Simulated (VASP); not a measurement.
Tl, 1 atom in the cell. Symmetry: Im-3m, No. 229, cubic system. The conventional cell has a = 3.912 Å, b = 3.912 Å, c = 3.912 Å, α = 90.00°, β = 90.00°, γ = 90.00°. Tl (site symmetry m-3m) has 14 Tl at 3.39 to 3.91 Å within 4.5 Å. This isn't the form of Tl at room conditions, which is hcp.

| Quantity | Value |
| --- | --- |
| Program | VASP 6.6.1 |
| Task | single point |
| Functional | PBE |
| Potentials or basis | VASP PAW PBE potentials, release 64 (Tl_d) |
| Cutoff | 520 eV |
| k mesh | 8 × 8 × 8 |
| Occupations | fermi-dirac, width 0.005 eV |
| Spin | no spin polarisation |
| Dipole correction | no |
| Further INCAR settings | ALGO = Normal; EDIFF = 1e-06; NBANDS = 12 |

Potentials or basis: VASP PAW PBE potentials, release 64 (Tl_d).

Run with:

```console
$ cat potpaw_PBE.64/Tl_d/POTCAR > POTCAR
$ mpirun -np 1 vasp_std > vasp.out
```

Hardware: 1 thread of Intel Xeon 8259CL (shared host).

Problem. Estimate the wall time of this run.

Solution. Wall time 19 s on 1 thread of Intel Xeon 8259CL (shared host), peak memory 0.15 GiB. Counts: scf iterations 11, k points 29.
